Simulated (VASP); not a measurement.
BaHg: single point with LDA

BaHg:

```
Ba Hg
1.0
     4.30449    0.00000    0.00000
    -2.15224    3.72779    0.00000
     0.00000    0.00000   10.65163
Ba Hg
2 2
Direct
  0.33333 0.66667 0.03416
  0.66667 0.33333 0.53416
  0.33333 0.66667 0.34084
  0.66667 0.33333 0.84084
```

- Program: VASP 6.6.1
- Task: single point
- Functional: LDA
- Potentials or basis: VASP PAW LDA potentials, release 64 (Ba_sv, Hg)
- Cutoff: 520 eV
- k mesh: 6 × 6 × 2
- Occupations: gaussian, width 0.1 eV
- Spin: no spin polarisation
- Dipole correction: no
- Further INCAR settings: ALGO = Normal; EDIFF = 1e-06; NBANDS = 30

* Pressure: 0.3 GPa
* Largest force: 0.046 eV/Å
* Band gap on the k mesh: zero (bands 22 and 23 overlap by 0.09 eV)

Forces on the atoms (eV/Å):
```
Ba   0.000  0.000  0.046
Ba   0.000  0.000  0.046
Hg   0.000  0.000 -0.046
Hg   0.000  0.000 -0.046
```

Stress tensor (GPa, compression positive):
```
0.18 0.00 0.00
0.00 0.18 0.00
0.00 0.00 0.50
```

Levels at points of the mesh, in eV from the Fermi level:
```tsv
k point	band 18	band 19	band 20	band 21	band 22	band 23	band 24	band 25	band 26	band 27
(0.00, 0.00, 0.00)	-7.25	-5.83	-4.86	-1.78	-0.73	1.73	1.73	1.84	1.84	1.99
(0.50, 0.00, 0.00)	-7.10	-4.36	-4.05	-1.16	-0.95	0.16	0.48	1.50	1.50	2.10
(0.00, 0.00, 0.50)	-7.25	-5.40	-5.40	-1.20	-1.20	1.79	1.79	1.79	1.79	2.21
(0.50, 0.00, 0.50)	-7.10	-4.24	-4.24	-0.91	-0.91	0.21	0.21	1.61	1.61	2.00
```

Wall time 41 s on 1 thread of AMD EPYC 7R13 Processor (Zen 3), with other jobs on the host, peak memory 0.22 GiB.

Caveat: spin-orbit coupling is left out, which moves the levels of the heavy elements.
